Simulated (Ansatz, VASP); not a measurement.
# Hg in VASP and in Ansatz

```
CELL_PARAMETERS angstrom
3.41330 0.00000 0.00000
0.00000 5.49913 0.00000
-1.69985 0.00000 3.02413
ATOMIC_POSITIONS crystal
Hg 0.65156 0.25000 0.80423
Hg 0.34844 0.75000 0.19577
```

Alike in both runs: task single point; functional PBE; k mesh 6 × 4 × 6; occupations gaussian, width 0.1 eV; no spin polarisation.

|  | VASP | Ansatz |
| --- | --- | --- |
| version | VASP 6.6.1 | Ansatz 0.2.0 |
| potentials or method | VASP PAW PBE potentials, release 64 (Hg), cutoff 520 eV | scalar-relativistic, plane waves, PAW |
| valence electrons in the cell | 24 | 40 |

```tsv
	VASP	Ansatz	Ansatz less VASP
gap on the k mesh at the Fermi level (eV)	none	none	-
pressure (GPa)	1.3	1.2	-0.10
traceless stress, the component that is largest in VASP (GPa)	0.38	0.37	-0.010
rms of the force components (eV/Å)	0.012	0.011	-0.0010
```

Atom by atom the forces differ by 0.001 eV/Å (rms over components). A gap of «none» marks a metal or a gap that the smearing closes. VASP's potentials hold 24 valence electrons a cell and Ansatz's 40, so a difference there can come from the potentials and not from the codes.

Spin-orbit coupling is off throughout.
